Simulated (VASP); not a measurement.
# Pb (Fm-3m) in VASP: further runs, part 2 of 3

VASP 6.6.1. The steps go on from the part before.

### 4 Single point, PBE

File INCAR:

```
  PREC = Accurate
  ENCUT = 520
  EDIFF = 1E-7
  ISMEAR = 1
  SIGMA = 0.15
  LREAL = False
  LASPH = True
  NELM = 80
  ALGO = Normal
  ISIF = 2
  LWAVE = False
  LCHARG = False
  GGA = PE
  NBANDS = 13
```

File KPOINTS:

```
Automatic mesh
0
Gamma
  12 12 12
```

File POSCAR:

```
Pb
1.0
    0.0000000000      2.4698000000      2.4698000000
    2.4698000000      0.0000000000      2.4698000000
    2.4698000000      2.4698000000      0.0000000000
Pb
1
Direct
    0.0000000000      0.0000000000      0.0000000000
```

Potentials or basis: VASP PAW PBE potentials, release 64 (Pb_d).

On the command line:

```sh
$ cat potpaw_PBE.64/Pb_d/POTCAR > POTCAR
$ mpirun -np 1 vasp_std > vasp.out
```

OUTCAR:

```text
PREC = Accurate
   ENCUT = 520
   EDIFF = 1E-7
   ISMEAR = 1
   LREAL = False
   LASPH = True
   NELM = 80
   ISIF = 2
   GGA = PE

 ion  position               nearest neighbor table
   1  0.000  0.000  0.000-

  LATTYP: Found a face centered cubic cell.
 ALAT       =     4.9396000000

  Lattice vectors:

 A1 = (   0.0000000000,   2.4698000000,   2.4698000000)
 A2 = (   2.4698000000,   0.0000000000,   2.4698000000)
 A3 = (   2.4698000000,   2.4698000000,   0.0000000000)

Analysis of symmetry for initial positions (statically):
=====================================================================
 Subroutine PRICEL returns:
 Original cell was already a primitive cell.

 Routine SETGRP: Setting up the symmetry group for a
 face centered cubic supercell.

 Subroutine GETGRP returns: Found 48 space group operations
 (whereof 48 operations were pure point group operations)
 out of a pool of 48 trial point group operations.

The static configuration has the point symmetry O_h .

Analysis of symmetry for dynamics (positions and initial velocities):
=====================================================================
 Subroutine PRICEL returns:
 Original cell was already a primitive cell.

 Routine SETGRP: Setting up the symmetry group for a
 face centered cubic supercell.

 Subroutine GETGRP returns: Found 48 space group operations
 (whereof 48 operations were pure point group operations)
 out of a pool of 48 trial point group operations.

The dynamic configuration has the point symmetry O_h .

 Subroutine INISYM returns: Found 48 space group operations
 (whereof 48 operations are pure point group operations),
 and found     1 'primitive' translations

----------------------------------------------------------------------------------------

                                     Primitive cell

  volume of cell :      30.1311

  direct lattice vectors                    reciprocal lattice vectors
[... 113 lines left out ...]
   IVDW    =     0    specifies the selected vdW correction
   LEPSILON=     F    determine dielectric tensor
   LRPA    =     F    only Hartree local field effects (RPA)
 non-spin polarized calculation
 Methfessel and Paxton  Order N= 1 SIGMA  =   0.15
  energy-cutoff  :      520.00
  volume of cell :       30.13
 maximum number of plane-waves:       869
 NGX is ok and might be reduce to    28
   NGX = 13   NGY = 13   NGZ = 13

 number of electron      13.9999999 magnetization

 Free energy of the ion-electron system (eV)
  ---------------------------------------------------
  ext. energy  EPLUGINS =         0.00000000
  ---------------------------------------------------
  free energy    TOTEN  =        -3.53373167 eV

  energy without entropy =       -3.53029972  energy(sigma->0) =       -3.53258768

 E-fermi :   7.3982     XC(G=0): -10.2139

 val. band max:        7.3946355431   @ k =  -0.2500   0.0833   0.0000
 cond. band min:       7.4531440236   @ k =  -0.4167   0.4167   0.0833
 fundamental gap:      0.0585084805
 Fermi energy:         7.3981859981

 k-point     1 :       0.0000    0.0000    0.0000
  band No.  band energies     occupation
      1      -9.7183      2.00000
      2      -9.7183      2.00000
      3      -9.7183      2.00000
      4      -9.5757      2.00000
      5      -9.5757      2.00000
      6      -4.4423      2.00000
      7      14.8236      0.00000
      8      14.8236      0.00000
      9      14.8236      0.00000
     10      17.1215      0.00000
     11      18.7763      0.00000
     12      19.8862      0.00000
     13      19.8862      0.00000
[... 354 lines left out ...]
  band No.  band energies     occupation
      1      -9.7389      2.00000
      2      -9.6816      2.00000
      3      -9.6460      2.00000
      4      -9.4926      2.00000
      5      -9.4564      2.00000
      6      -0.4940      2.00000
      7       3.7795      2.00000
      8       9.5961     -0.00000
      9      12.1351      0.00000
     10      15.2044      0.00000
     11      19.3034      0.00000
     12      20.0903      0.00000
     13      22.5117      0.00000

 [... further k-points ...]

------------------------ aborting loop because EDIFF is reached ----------------------------------------

  FORCE on cell =-STRESS in cart. coord.  units (eV):
  Direction    XX          YY          ZZ          XY          YZ          ZX
  --------------------------------------------------------------------------------------
  -------------------------------------------------------------------------------------
  Total        0.5531463      0.5531463      0.5531463     -0.0000000     -0.0000000      0.0000000
  in kB       29.4127255     29.4127255     29.4127255     -0.0000000     -0.0000000      0.0000000
  external PRESSURE =      29.4127255 kB  Pullay stress =       0.0000000 kB

 VOLUME and BASIS-vectors are now :
 -----------------------------------------------------------------------------
  energy-cutoff  :      520.00
  volume of cell :       30.13
      direct lattice vectors                 reciprocal lattice vectors
     0.000000000  2.469800000  2.469800000    -0.202445542  0.202445542  0.202445542
     2.469800000  0.000000000  2.469800000     0.202445542 -0.202445542  0.202445542
     2.469800000  2.469800000  0.000000000     0.202445542  0.202445542 -0.202445542

 POSITION                                       TOTAL-FORCE (eV/Angst)
 -----------------------------------------------------------------------------------
      0.00000      0.00000      0.00000        -0.000000     -0.000000     -0.000000
 -----------------------------------------------------------------------------------
    total drift:                               -0.000000     -0.000000     -0.000000

  FREE ENERGIE OF THE ION-ELECTRON SYSTEM (eV)
  ---------------------------------------------------
  free  energy   TOTEN  =        -3.5337316654 eV

  energy  without entropy=       -3.5302997238  energy(sigma->0) =       -3.53258768
```

It took 26 s on 1 thread of AMD EPYC 7R43 (Zen 3), shared host; peak memory 0.14 GiB.

Results:

```yaml
Free_energy: -3.5337 eV
Pressure: 2.9 GPa
Band_gap_on_the_k_mesh: zero (band 7 reaches 14.82 eV, above the bottom of band 8 at 5.80 eV)
```

Levels at points of the mesh, in eV from the Fermi level:
| k point | band 4 | band 5 | band 6 | band 7 | band 8 | band 9 | band 10 | band 11 |
| --- | --- | --- | --- | --- | --- | --- | --- | --- |
| (0.00, 0.00, 0.00) | -16.97 | -16.97 | -11.84 | 7.43 | 7.43 | 7.43 | 9.72 | 11.38 |
| (0.50, 0.00, 0.00) | -16.84 | -16.84 | -8.18 | -4.28 | 5.57 | 5.57 | 9.20 | 9.48 |
| (0.50, 0.50, 0.00) | -16.80 | -16.80 | -6.75 | -3.34 | 2.01 | 2.01 | 5.35 | 6.62 |

Caveat: spin-orbit coupling is left out, which moves the levels of the heavy elements.

### 5 Single point, PBE

File INCAR:

```
ALGO     = Normal         # electronic algorithm
EDIFF    = 1E-6           # SCF threshold, eV
ENCUT    = 520            # plane-wave cutoff, eV
GGA      = PE             # functional
ISIF     = 2              # what is computed and relaxed
ISMEAR   = 0              # smearing method
LASPH    = T              # aspherical terms in the spheres
LCHARG   = T              # write CHGCAR
LELF     = T              # ELF
LREAL    = F              # projectors in reciprocal space
LVHAR    = T            
LWAVE    = F              # write WAVECAR
NBANDS   = 13             # bands
NELM     = 100            # most SCF steps
PREC     = Accurate       # precision mode
SIGMA    = 0.2            # smearing width, eV
```

File KPOINTS:

```
k-points
0
Gamma
  12 12 12
```

POSCAR is that of step 4.

Potentials or basis: VASP PAW PBE potentials, release 64 (Pb_d).

On the command line:

```sh
$ cat potpaw_PBE.64/Pb_d/POTCAR > POTCAR
$ mpirun -np 1 vasp_std > vasp.out
```

OUTCAR:

```text
EDIFF = 1E-6
   ENCUT = 520
   GGA = PE
   ISIF = 2
   ISMEAR = 0
   LASPH = T
   LREAL = F
   NELM = 100
   PREC = Accurate

 ion  position               nearest neighbor table
   1  0.000  0.000  0.000-

  LATTYP: Found a face centered cubic cell.
 ALAT       =     4.9396000000

  Lattice vectors:

 A1 = (   0.0000000000,   2.4698000000,   2.4698000000)
 A2 = (   2.4698000000,   0.0000000000,   2.4698000000)
 A3 = (   2.4698000000,   2.4698000000,   0.0000000000)

Analysis of symmetry for initial positions (statically):
=====================================================================
 Subroutine PRICEL returns:
 Original cell was already a primitive cell.

 Routine SETGRP: Setting up the symmetry group for a
 face centered cubic supercell.

 Subroutine GETGRP returns: Found 48 space group operations
 (whereof 48 operations were pure point group operations)
 out of a pool of 48 trial point group operations.

The static configuration has the point symmetry O_h .

Analysis of symmetry for dynamics (positions and initial velocities):
=====================================================================
 Subroutine PRICEL returns:
 Original cell was already a primitive cell.

 Routine SETGRP: Setting up the symmetry group for a
 face centered cubic supercell.

 Subroutine GETGRP returns: Found 48 space group operations
 (whereof 48 operations were pure point group operations)
 out of a pool of 48 trial point group operations.

The dynamic configuration has the point symmetry O_h .

 Subroutine INISYM returns: Found 48 space group operations
 (whereof 48 operations are pure point group operations),
 and found     1 'primitive' translations

----------------------------------------------------------------------------------------

                                     Primitive cell

  volume of cell :      30.1311

  direct lattice vectors                    reciprocal lattice vectors
     0.000000000  2.469800000  2.469800000    -0.202445542  0.202445542  0.202445542
     2.469800000  0.000000000  2.469800000     0.202445542 -0.202445542  0.202445542
     2.469800000  2.469800000  0.000000000     0.202445542  0.202445542 -0.202445542

[... 112 lines left out ...]
 non-spin polarized calculation
 Gauss-broadening in eV      SIGMA  =   0.20
  energy-cutoff  :      520.00
  volume of cell :       30.13
 maximum number of plane-waves:       869
 NGX is ok and might be reduce to    28
   NGX = 13   NGY = 13   NGZ = 13

 number of electron      13.9999999 magnetization

 Free energy of the ion-electron system (eV)
  ---------------------------------------------------
  ext. energy  EPLUGINS =         0.00000000
  ---------------------------------------------------
  free energy    TOTEN  =        -3.54424385 eV

  energy without entropy =       -3.52589894  energy(sigma->0) =       -3.53507140

 E-fermi :   7.3942     XC(G=0): -10.2141

 val. band max:        7.3615502594   @ k =  -0.3333   0.2500   0.0000
 cond. band min:       7.3943877980   @ k =  -0.2500   0.0833   0.0000
 fundamental gap:      0.0328375385
 Fermi energy:         7.3942307637

 k-point     1 :       0.0000    0.0000    0.0000
  band No.  band energies     occupation
      1      -9.7192      2.00000
      2      -9.7192      2.00000
      3      -9.7192      2.00000
      4      -9.5767      2.00000
      5      -9.5767      2.00000
      6      -4.4426      2.00000
      7      14.8233      0.00000
      8      14.8233      0.00000
      9      14.8233      0.00000
     10      17.1214      0.00000
     11      18.7763      0.00000
     12      19.8859      0.00000
     13      19.8859      0.00000
[... 354 lines left out ...]
  band No.  band energies     occupation
      1      -9.7398      2.00000
      2      -9.6826      2.00000
      3      -9.6470      2.00000
      4      -9.4936      2.00000
      5      -9.4573      2.00000
      6      -0.4944      2.00000
      7       3.7793      2.00000
      8       9.5958      0.00000
      9      12.1348      0.00000
     10      15.2044      0.00000
     11      19.3032      0.00000
     12      20.0900      0.00000
     13      22.5114      0.00000

 [... further k-points ...]

------------------------ aborting loop because EDIFF is reached ----------------------------------------

  FORCE on cell =-STRESS in cart. coord.  units (eV):
  Direction    XX          YY          ZZ          XY          YZ          ZX
  --------------------------------------------------------------------------------------
  -------------------------------------------------------------------------------------
  Total        0.5479240      0.5479240      0.5479240      0.0000000      0.0000000      0.0000000
  in kB       29.1350335     29.1350335     29.1350335      0.0000000      0.0000000      0.0000000
  external PRESSURE =      29.1350335 kB  Pullay stress =       0.0000000 kB

 VOLUME and BASIS-vectors are now :
 -----------------------------------------------------------------------------
  energy-cutoff  :      520.00
  volume of cell :       30.13
      direct lattice vectors                 reciprocal lattice vectors
     0.000000000  2.469800000  2.469800000    -0.202445542  0.202445542  0.202445542
     2.469800000  0.000000000  2.469800000     0.202445542 -0.202445542  0.202445542
     2.469800000  2.469800000  0.000000000     0.202445542  0.202445542 -0.202445542

 POSITION                                       TOTAL-FORCE (eV/Angst)
 -----------------------------------------------------------------------------------
      0.00000      0.00000      0.00000        -0.000000     -0.000000     -0.000000
 -----------------------------------------------------------------------------------
    total drift:                               -0.000000     -0.000000     -0.000000

  FREE ENERGIE OF THE ION-ELECTRON SYSTEM (eV)
  ---------------------------------------------------
  free  energy   TOTEN  =        -3.5442438532 eV

  energy  without entropy=       -3.5258989391  energy(sigma->0) =       -3.53507140
```

OSZICAR:

```text
N       E                     dE             d eps       ncg     rms          rms(c)
DAV:   1     0.105762152298E+03    0.10576E+03   -0.71725E+03  1907   0.128E+03
DAV:   2     0.146253418334E+01   -0.10430E+03   -0.10094E+03  1937   0.315E+02
DAV:   3    -0.343758784602E+01   -0.49001E+01   -0.48816E+01  2353   0.718E+01
DAV:   4    -0.355063275926E+01   -0.11304E+00   -0.11299E+00  2316   0.117E+01
DAV:   5    -0.355579541425E+01   -0.51627E-02   -0.51624E-02  2599   0.228E+00    0.530E-01
DAV:   6    -0.354655542242E+01    0.92400E-02   -0.12641E-02  2422   0.199E+00    0.262E-01
DAV:   7    -0.354431345819E+01    0.22420E-02   -0.54529E-03  2422   0.122E+00    0.867E-02
DAV:   8    -0.354424760202E+01    0.65856E-04   -0.39665E-04  2580   0.315E-01    0.948E-03
DAV:   9    -0.354424501168E+01    0.25903E-05   -0.89091E-06  2635   0.508E-02    0.480E-03
DAV:  10    -0.354424381088E+01    0.12008E-05   -0.70178E-07  1636   0.759E-03    0.326E-04
DAV:  11    -0.354424385325E+01   -0.42361E-07   -0.62543E-08  1436   0.410E-03
   1 F= -.35442439E+01 E0= -.35350714E+01  d E =-.183449E-01
```

stdout:

```text
POSCAR found type information on POSCAR Pb
 POSCAR found :  1 types and       1 ions
 scaLAPACK will be used
 LDA part: xc-table for (Slater+PW92), standard interpolation
 POSCAR, INCAR and KPOINTS ok, starting setup
 FFT: planning ... GRIDC
 FFT: planning ... GRID_SOFT
 FFT: planning ... GRID
 WAVECAR not read
 entering main loop
```

Wall time 27 s (1 thread of AMD EPYC 7R43 (Zen 3), shared host); peak memory 0.14 GiB.

What came out:

| Item | Value |
| --- | --- |
| Free energy | -3.5442 eV |
| Pressure | 2.9 GPa |
| Band gap on the k mesh | zero (band 7 reaches 14.82 eV, above the bottom of band 8 at 5.80 eV) |

Caveat: spin-orbit coupling is left out, which moves the levels of the heavy elements.

(Continued in part 3 of 3.)
